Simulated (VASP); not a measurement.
A run of VASP 6.6.1 is set up as follows.

The input INCAR:

```
SYSTEM = SiGe
PREC = Accurate
ENCUT = 520
EDIFF = 1E-6
ISMEAR = 0
SIGMA = 0.03
LREAL = .False.
LASPH = .True.
NELM = 60
ALGO = Normal
ISIF = 2
LWAVE = .False.
LCHARG = .True.
GGA = PS
LELF = .True.
LVHAR = .True.
NBANDS = 26
```

Contents of KPOINTS:

```
regular mesh
0
Gamma
  12 12 6
  0 0 0
```

The input POSCAR:

```
SiGe
1.0
    3.9005968931      0.0000000000      0.0000000000
   -1.9502984466      3.3780159994      0.0000000000
    0.0000000000      0.0000000000      6.4433927721
Si Ge
2 2
Direct
    0.6666666667      0.3333333333      0.8745463420
    0.3333333333      0.6666666667      0.3745463420
    0.6666666667      0.3333333333      0.5353721496
    0.3333333333      0.6666666667      0.0353721496
```

Potentials or basis: VASP PAW PBE potentials, release 64 (Si, Ge_d).

Run with:

```bash
$ cat potpaw_PBE.64/Si/POTCAR potpaw_PBE.64/Ge_d/POTCAR > POTCAR
$ mpirun -np 1 vasp_std > vasp.out
```

Problem. Estimate the pressure.

Solution. 1.7 GPa.

Problem. Estimate the band gap on the k mesh.

Solution. Zero (band 18 reaches 6.21 eV, above the bottom of band 19 at 5.66 eV).

Problem. Predict the largest force.

Solution. 3.582 eV/Å.

Forces in eV/Å, atoms in the order of the input:
```
Si   0.000  0.000  3.582
Si   0.000  0.000  3.582
Ge   0.000  0.000 -3.582
Ge   0.000  0.000 -3.582
```

Caveat: the cell differs from its parent crystal (all Ge atoms moved +0.225 Å, as atom 3 along Cartesian [0 0 1]); the PAW data sets were made with another functional, which shifts forces and pressure a little.
